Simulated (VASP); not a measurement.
Here is a VASP 6.6.1 calculation.

File INCAR:

```
SYSTEM = Lu
PREC = Accurate ; ENCUT = 520
EDIFF = 1E-6 ; ISMEAR = -1
SIGMA = 0.05 ; LREAL = .FALSE.
LASPH = .TRUE. ; NELM = 60
ALGO = Normal ; ISIF = 2
LWAVE = .FALSE. ; LCHARG = .FALSE.
GGA = CA ; NBANDS = 32
```

KPOINTS

```
regular mesh
0
G
  9 9 5
  0 0 0
```

Contents of POSCAR:

```
Lu
1.0
    3.5263000139      0.0000000000      0.0000000000
   -1.7631500069      3.0538653934      0.0000000000
    0.0000000000      0.0000000000      5.5876619985
Lu
2
Direct
    0.6666666667      0.3333333333      0.7500000000
    0.3333333333      0.6666666667      0.2500000000
```

Potentials or basis: VASP PAW PBE potentials, release 64 (Lu).

Launch:

```bash
$ cat potpaw_PBE.64/Lu/POTCAR > POTCAR
$ mpirun -np 1 vasp_std > vasp.out
```

**Question.** What does it give for the pressure?

**Answer.** -6.0 GPa.

**Question.** Predict the band gap on the k mesh.

**Answer.** Zero (bands 25 and 26 overlap by 1.37 eV).

Stress tensor (GPa, compression positive):
```
-5.64  0.00  0.00
 0.00 -5.64  0.00
 0.00  0.00 -6.82
```

Caveat: the cell stands under tension; the PAW data sets were made with another functional, which shifts forces and pressure a little; spin-orbit coupling is left out, which moves the levels of the heavy elements.
